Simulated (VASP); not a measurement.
# AlN (P6_3mc) in VASP: a series of runs, part 2 of 2

VASP 6.6.1.

### 4 Single point, r2SCAN (10.72 Å³/atom)

This run uses another cell than the first one, of 10.72 Å³/atom.

File POSCAR:

```
AlN
1.0
    3.1358500791      0.0000000000      0.0000000000
   -1.5679250395      2.7157258309      0.0000000000
    0.0000000000      0.0000000000      5.0329196830
Al N
2 2
Direct
    0.3333333333      0.6666666667     -0.0006312191
    0.6666666667      0.3333333333      0.4993687809
    0.3333333333      0.6666666667      0.3806312191
    0.6666666667      0.3333333333      0.8806312191
```

File INCAR.step1:

```
ALGO = Normal
EDIFF = 1E-4
ENCUT = 520
GGA = PE
ISMEAR = 0
LASPH = True
LCHARG = False
LREAL = False
LWAVE = True
NBANDS = 16
NELM = 60
PREC = Accurate
SIGMA = 0.02
```

File INCAR.step2:

```
ALGO = Normal
EDIFF = 1E-6
ENCUT = 520
ISIF = 2
ISMEAR = 0
ISTART = 1
LASPH = True
LCHARG = False
LMIXTAU = True
LREAL = False
LWAVE = False
METAGGA = R2SCAN
NBANDS = 16
NELM = 60
PREC = Accurate
SIGMA = 0.02
```

File KPOINTS:

```
k-points
0
Gamma
  9 9 6
```

Potentials or basis: VASP PAW PBE potentials, release 64 (Al, N).

Launch:

```console
cat potpaw_PBE.64/Al/POTCAR potpaw_PBE.64/N/POTCAR > POTCAR
cp INCAR.step1 INCAR
mpirun -np 1 vasp_std > vasp.out
cp INCAR.step2 INCAR
mpirun -np 1 vasp_std > vasp.out
```

OUTCAR:

```text
EDIFF = 1E-6
   ENCUT = 520
   ISIF = 2
   ISMEAR = 0
   ISTART = 1
   LASPH = True
   LREAL = False
   METAGGA = R2SCAN
   NELM = 60
   PREC = Accurate

 ion  position               nearest neighbor table
   1  0.333  0.667  0.999-   4 1.91   4 1.91   4 1.91   3 1.92   2 3.10   2 3.10   2 3.10   2 3.10
                             2 3.10   2 3.10
   2  0.667  0.333  0.499-   3 1.91   3 1.91   3 1.91   4 1.92   1 3.10   1 3.10   1 3.10   1 3.10
                             1 3.10   1 3.10
[... 663 lines left out ...]
  --------------------------------------------------------------------------------------
  -------------------------------------------------------------------------------------
  Total       -1.6800396     -1.6800396     -1.6719022     -0.0000000      0.0000000      0.0000000
  in kB      -62.8013356    -62.8013356    -62.4971517     -0.0000000      0.0000000      0.0000000
  external PRESSURE =     -62.6999409 kB  Pullay stress =       0.0000000 kB

 VOLUME and BASIS-vectors are now :
 -----------------------------------------------------------------------------
  energy-cutoff  :      520.00
  volume of cell :       42.86
      direct lattice vectors                 reciprocal lattice vectors
     3.135850079  0.000000000  0.000000000     0.318892796  0.184112842  0.000000000
    -1.567925039  2.715725831  0.000000000     0.000000000  0.368225683  0.000000000
     0.000000000  0.000000000  5.032919683     0.000000000  0.000000000  0.198691826

 POSITION                                       TOTAL-FORCE (eV/Angst)
 -----------------------------------------------------------------------------------
     -0.00000      1.81048      5.02974        -0.000000      0.000000      0.003835
      1.56793      0.90524      2.51328         0.000000     -0.000000      0.003835
     -0.00000      1.81048      1.91569         0.000000     -0.000000     -0.003835
      1.56793      0.90524      4.43215        -0.000000     -0.000000     -0.003835
 -----------------------------------------------------------------------------------
    total drift:                               -0.000000     -0.000000     -0.024747

  FREE ENERGIE OF THE ION-ELECTRON SYSTEM (eV)
  ---------------------------------------------------
  free  energy   TOTEN  =       -38.4312969680 eV

  energy  without entropy=      -38.4312969680  energy(sigma->0) =      -38.43129697
```

OUTCAR.step1:

```text
EDIFF = 1E-4
   ENCUT = 520
   GGA = PE
   ISMEAR = 0
[... 690 lines left out ...]
     -0.00000      1.81048      5.02974         0.000000      0.000000     -0.001204
      1.56793      0.90524      2.51328        -0.000000      0.000000     -0.001204
     -0.00000      1.81048      1.91569         0.000000     -0.000000      0.001204
      1.56793      0.90524      4.43215        -0.000000      0.000000      0.001204
 -----------------------------------------------------------------------------------
    total drift:                               -0.000000     -0.000000      0.000380

  FREE ENERGIE OF THE ION-ELECTRON SYSTEM (eV)
  ---------------------------------------------------
  free  energy   TOTEN  =       -29.7790679121 eV

  energy  without entropy=      -29.7790679121  energy(sigma->0) =      -29.77906791
```

Run time: 60 s. Hardware: 1 thread of AMD EPYC 9R45 (Zen 5), shared host; peak memory 0.14 GiB.

Results:

```
Free energy            : -38.4313 eV
Pressure               : -6.3 GPa
Largest force          : 0.004 eV/Å
Band gap on the k mesh : 4.66 eV
```

Forces on the atoms (eV/Å):
```
Al   0.000  0.000  0.004
Al   0.000  0.000  0.004
N    0.000  0.000 -0.004
N    0.000  0.000 -0.004
```

Caveat: the cell stands under tension; the PAW data sets were made with another functional, which shifts forces and pressure a little; an odd mesh through Γ misses points on the zone boundary, where band edges can lie.

### 5 Single point, r2SCAN (11.03 Å³/atom)

This run uses another cell than the first one, of 11.03 Å³/atom.

File POSCAR:

```
AlN
1.0
    3.1642333901      0.0000000000      0.0000000000
   -1.5821166950      2.7403064994      0.0000000000
    0.0000000000      0.0000000000      5.0870054765
Al N
2 2
Direct
    0.3333333333      0.6666666667     -0.0004347987
    0.6666666667      0.3333333333      0.4995652013
    0.3333333333      0.6666666667      0.3804347987
    0.6666666667      0.3333333333      0.8804347987
```

File INCAR.step1:

```
SYSTEM = AlN
ALGO     = Normal         ! electronic algorithm
EDIFF    = 1E-4           ! SCF threshold, eV
ENCUT    = 520            ! plane-wave cutoff, eV
GGA      = PE             ! functional
ISMEAR   = 0              ! smearing method
LASPH    = .True.         ! aspherical terms in the spheres
LCHARG   = .False.        ! write CHGCAR
LREAL    = .False.        ! projectors in reciprocal space
LWAVE    = .True.         ! write WAVECAR
NBANDS   = 16             ! bands
NELM     = 60             ! most SCF steps
PREC     = Accurate       ! precision mode
SIGMA    = 0.02           ! smearing width, eV
```

File INCAR.step2:

```
SYSTEM = AlN
ALGO     = Normal         ! electronic algorithm
EDIFF    = 1E-6           ! SCF threshold, eV
ENCUT    = 520            ! plane-wave cutoff, eV
ISIF     = 2              ! what is computed and relaxed
ISMEAR   = 0              ! smearing method
ISTART   = 1            
LASPH    = .True.         ! aspherical terms in the spheres
LCHARG   = .True.         ! write CHGCAR
LELF     = .True.         ! ELF
LMIXTAU  = .True.       
LREAL    = .False.        ! projectors in reciprocal space
LVHAR    = .True.       
LWAVE    = .False.        ! write WAVECAR
METAGGA  = R2SCAN         ! meta-GGA
NBANDS   = 16             ! bands
NELM     = 60             ! most SCF steps
PREC     = Accurate       ! precision mode
SIGMA    = 0.02           ! smearing width, eV
```

File KPOINTS:

```
k-points
0
Gamma
  9 9 6
  0 0 0
```

Potentials or basis: VASP PAW PBE potentials, release 64 (Al, N).

Launch:

```console
cat potpaw_PBE.64/Al/POTCAR potpaw_PBE.64/N/POTCAR > POTCAR
cp INCAR.step1 INCAR
mpirun -np 1 vasp_std > vasp.out
cp INCAR.step2 INCAR
mpirun -np 1 vasp_std > vasp.out
```

OUTCAR:

```text
SYSTEM = AlN
   EDIFF = 1E-6
   ENCUT = 520
   ISIF = 2
   ISMEAR = 0
   ISTART = 1
   LASPH = .True.
   LREAL = .False.
   METAGGA = R2SCAN
   NELM = 60
   PREC = Accurate

 ion  position               nearest neighbor table
   1  0.333  0.667  1.000-   4 1.92   4 1.92   4 1.92   3 1.94   2 3.13   2 3.13   2 3.13   2 3.13
                             2 3.13   2 3.13
   2  0.667  0.333  0.500-   3 1.92   3 1.92   3 1.92   4 1.94   1 3.13   1 3.13   1 3.13   1 3.13
                             1 3.13   1 3.13
   3  0.333  0.667  0.380-   2 1.92   2 1.92   2 1.92   1 1.94
   4  0.667  0.333  0.880-   1 1.92   1 1.92   1 1.92   2 1.94

  LATTYP: Found a hexagonal cell.
 ALAT       =     3.1642333901
 C/A-ratio  =     1.6076581116

  Lattice vectors:

 A1 = (   3.1642333901,   0.0000000000,   0.0000000000)
 A2 = (  -1.5821166950,   2.7403064994,   0.0000000000)
 A3 = (   0.0000000000,   0.0000000000,   5.0870054765)

Analysis of symmetry for initial positions (statically):
=====================================================================
 Subroutine PRICEL returns:
 Original cell was already a primitive cell.

 Routine SETGRP: Setting up the symmetry group for a
 hexagonal supercell.

 Subroutine GETGRP returns: Found 12 space group operations
 (whereof  6 operations were pure point group operations)
 out of a pool of 24 trial point group operations.

The static configuration has the point symmetry C_3v.
 The point group associated with its full space group is C_6v.

Analysis of symmetry for dynamics (positions and initial velocities):
=====================================================================
 Subroutine PRICEL returns:
 Original cell was already a primitive cell.

 Routine SETGRP: Setting up the symmetry group for a
 hexagonal supercell.

 Subroutine GETGRP returns: Found 12 space group operations
 (whereof  6 operations were pure point group operations)
 out of a pool of 24 trial point group operations.

The dynamic configuration has the point symmetry C_3v.
 The point group associated with its full space group is C_6v.

 Subroutine INISYM returns: Found 12 space group operations
 (whereof  6 operations are pure point group operations),
 and found     1 'primitive' translations

----------------------------------------------------------------------------------------

                                     Primitive cell

  volume of cell :      44.1093

  direct lattice vectors                    reciprocal lattice vectors
     3.164233390  0.000000000  0.000000000     0.316032314  0.182461341  0.000000000
    -1.582116695  2.740306499  0.000000000     0.000000000  0.364922683  0.000000000
     0.000000000  0.000000000  5.087005476     0.000000000  0.000000000  0.196579305

  length of vectors
     3.164233390  3.164233390  5.087005476     0.364922683  0.364922683  0.196579305

  position of ions in fractional coordinates (direct lattice)
     0.333333333  0.666666667  0.999565201
     0.666666667  0.333333333  0.499565201
     0.333333333  0.666666667  0.380434799
     0.666666667  0.333333333  0.880434799

  ion indices of the primitive-cell ions
   primitive index   ion index
                 1           1
                 2           2
                 3           3
                 4           4

----------------------------------------------------------------------------------------

 KPOINTS: k-points

Automatic generation of k-mesh.
 Grid dimensions read from file:
 generate k-points for:    9    9    6

 Generating k-lattice:

  Cartesian coordinates                     Fractional coordinates (reciprocal lattice)
     0.035114702  0.020273482  0.000000000     0.111111111  0.000000000  0.000000000
     0.000000000  0.040546965  0.000000000     0.000000000  0.111111111  0.000000000
     0.000000000  0.000000000  0.032763217     0.000000000  0.000000000  0.166666667

  Length of vectors
     0.040546965  0.040546965  0.032763217

  Shift w.r.t. Gamma in fractional coordinates (k-lattice)
     0.000000000  0.000000000  0.000000000

 Subroutine IBZKPT returns following result:
 ===========================================

 Found     48 irreducible k-points:

 Following reciprocal coordinates:
            Coordinates               Weight
  0.000000  0.000000  0.000000      1.000000
  0.111111  0.000000  0.000000      6.000000
  0.222222  0.000000  0.000000      6.000000
  0.333333  0.000000  0.000000      6.000000
  0.444444  0.000000  0.000000      6.000000
  0.111111  0.111111  0.000000      6.000000
[... 16 lines left out ...]
  0.333333  0.222222  0.166667     24.000000
  0.333333  0.333333  0.166667      4.000000
 [... further k-points ...]
   k-points           NKPTS =     48   k-points in BZ     NKDIM =     48   number of bands    NBANDS=     16
   number of dos      NEDOS =    301   number of ions     NIONS =      4
   total plane-waves  NPLWV =  23040
   dimension x,y,z NGX =    24 NGY =   24 NGZ =   40
   dimension x,y,z NGXF=    48 NGYF=   48 NGZF=   80
   ions per type =               2   2
   NGX,Y,Z   is equivalent  to a cutoff of  12.61, 12.61, 13.07 a.u.
   NGXF,Y,Z  is equivalent  to a cutoff of  25.22, 25.22, 26.14 a.u.
 SYSTEM =  AlN
   PREC   = accura    normal or accurate (medium, high low for compatibility)
   ISTART =      1    job   : 0-new  1-cont  2-samecut
   ICHARG =      0    charge: 1-file 2-atom 10-const
   ISPIN  =      1    spin polarized calculation?
   LNONCOLLINEAR =      F non collinear calculations
   LSORBIT =      F    spin-orbit coupling
   LASPH  =      T    aspherical Exc in radial PAW
   ENCUT  =  520.0 eV  38.22 Ry    6.18 a.u.   5.88  5.88  9.46*2*pi/ulx,y,z
   NELM   =     60;   NELMIN=  2; NELMDL=  0     # of ELM steps
   EDIFF  = 0.1E-05   stopping-criterion for ELM
   LREAL  =      F    real-space projection
[... 7 lines left out ...]
   TEBEG  =    0.0;   TEEND  =   0.0 temperature during run
   PSTRESS=    0.0 pullay stress
   NELECT =      16.0000    total number of electrons
   NUPDOWN=      -1.0000    fix difference up-down
   EMIN   =  10.00;   EMAX   =-10.00  energy-range for DOS
   EFERMI =   0.00;   METHOD = LEGACY
   ISMEAR =     0;   SIGMA  =   0.02  broadening in eV -4-tet -1-fermi 0-gaus
   EFERMI_NEDOS =   21; number of points for ismear=-14 and -15
   IALGO  =     38    algorithm
   IMIX   =      4    mixing-type and parameters
     AMIX     =   0.40;   BMIX     =  1.00
     AMIX_MAG =   1.60;   BMIX_MAG =  1.00
  volume/ion in A,a.u.               =      11.03        74.42
  Fermi-wavevector in a.u.,A,eV,Ry     =   1.167539  2.206330 18.546757  1.363148
  Thomas-Fermi vector in A             =   2.304038
   LORBIT       =      0    0 simple, 1 ext, 2 COOP (PROOUT), +10 PAW based schemes
   METAGGA = R2SCAN    functional components
   LHFCALC =     F    Hartree Fock is set to
   AEXX    =    0.0000 exact exchange contribution
   IVDW    =     0    specifies the selected vdW correction
   LEPSILON=     F    determine dielectric tensor
   LRPA    =     F    only Hartree local field effects (RPA)
 non-spin polarized calculation
 Gauss-broadening in eV      SIGMA  =   0.02
  energy-cutoff  :      520.00
  volume of cell :       44.11
 maximum number of plane-waves:      1197
 NGX is ok and might be reduce to    24
   NGX = 11   NGY = 11   NGZ = 19

 number of electron      16.0000001 magnetization

 Free energy of the ion-electron system (eV)
  ---------------------------------------------------
  ext. energy  EPLUGINS =         0.00000000
  ---------------------------------------------------
  free energy    TOTEN  =       -38.36323564 eV

  energy without entropy =      -38.36323564  energy(sigma->0) =      -38.36323564

 E-fermi :   5.4808     XC(G=0): -11.1547

 val. band max:        5.3541309784   @ k =   0.0000   0.0000   0.0000
 cond. band min:       9.7606006414   @ k =   0.0000   0.0000   0.0000
 fundamental gap:      4.4064696630
 Fermi energy:         5.4807980115

 k-point     1 :       0.0000    0.0000    0.0000
  band No.  band energies     occupation
      1     -10.2592      2.00000
      2      -8.3241      2.00000
      3      -0.4453      2.00000
      4       4.5366      2.00000
      5       4.5366      2.00000
      6       5.1745      2.00000
[... 433 lines left out ...]
      3       0.8572      2.00000
      4       1.2977      2.00000
      5       1.2977      2.00000
      6       2.7615      2.00000
[... 8 lines left out ...]
     15      19.0481      0.00000
     16      20.8255      0.00000

 [... further k-points ...]

------------------------ aborting loop because EDIFF is reached ----------------------------------------

  FORCE on cell =-STRESS in cart. coord.  units (eV):
  Direction    XX          YY          ZZ          XY          YZ          ZX
  --------------------------------------------------------------------------------------
  -------------------------------------------------------------------------------------
  Total       -3.1218116     -3.1218116     -3.1300841     -0.0000000     -0.0000000      0.0000000
  in kB     -113.3933056   -113.3933056   -113.6937857     -0.0000000     -0.0000000      0.0000000
  external PRESSURE =    -113.4934656 kB  Pullay stress =       0.0000000 kB

 VOLUME and BASIS-vectors are now :
 -----------------------------------------------------------------------------
  energy-cutoff  :      520.00
  volume of cell :       44.11
      direct lattice vectors                 reciprocal lattice vectors
     3.164233390  0.000000000  0.000000000     0.316032314  0.182461341  0.000000000
    -1.582116695  2.740306499  0.000000000     0.000000000  0.364922683  0.000000000
     0.000000000  0.000000000  5.087005476     0.000000000  0.000000000  0.196579305

 POSITION                                       TOTAL-FORCE (eV/Angst)
 -----------------------------------------------------------------------------------
     -0.00000      1.82687      5.08479         0.000000     -0.000000      0.004756
      1.58212      0.91344      2.54129         0.000000      0.000000      0.004756
     -0.00000      1.82687      1.93527         0.000000      0.000000     -0.004756
      1.58212      0.91344      4.47878        -0.000000      0.000000     -0.004756
 -----------------------------------------------------------------------------------
    total drift:                               -0.000000      0.000000     -0.024640

  FREE ENERGIE OF THE ION-ELECTRON SYSTEM (eV)
  ---------------------------------------------------
  free  energy   TOTEN  =       -38.3632356410 eV

  energy  without entropy=      -38.3632356410  energy(sigma->0) =      -38.36323564
```

Run time: 60 s. Hardware: 1 thread of AMD EPYC 9R45 (Zen 5), shared host; peak memory 0.14 GiB.

What came out:

```yaml
Free_energy: -38.3632 eV
Pressure: -11.3 GPa
Largest_force: 0.005 eV/Å
Band_gap_on_the_k_mesh: 4.41 eV
```

Forces on the atoms (eV/Å):
```
Al   0.000  0.000  0.005
Al   0.000  0.000  0.005
N    0.000  0.000 -0.005
N    0.000  0.000 -0.005
```

Caveat: the cell stands under tension; the PAW data sets were made with another functional, which shifts forces and pressure a little.

### 6 Summary

```tsv
cell	gap on the mesh (eV)	pressure (GPa)
a = 3.048, b = 3.048, c = 4.862 Å, angles 90.0, 90.0, 120.0°, 4 atoms	5.47	14.3
a = 3.077, b = 3.077, c = 4.921 Å, angles 90.0, 90.0, 120.0°, 4 atoms	5.19	6.4
a = 3.136, b = 3.136, c = 5.033 Å, angles 90.0, 90.0, 120.0°, 4 atoms	4.66	-6.3
a = 3.164, b = 3.164, c = 5.087 Å, angles 90.0, 90.0, 120.0°, 4 atoms	4.41	-11.3
```

Alike in all rows: task single point; level r2SCAN; potentials or basis VASP PAW PBE potentials, release 64 (Al, N); no spin polarisation; k mesh 9 × 9 × 6; cutoff (eV) 520; smearing gaussian 0.02 eV.

Caveats: the PAW data sets were made with another functional, which shifts forces and pressure a little; an odd mesh through Γ misses points on the zone boundary, where band edges can lie (at least some runs); the cell stands under pressure (at least some runs); the cell stands under tension (at least some runs).

Total energies depend on the potentials used, so only differences within one code and one set of settings carry meaning.
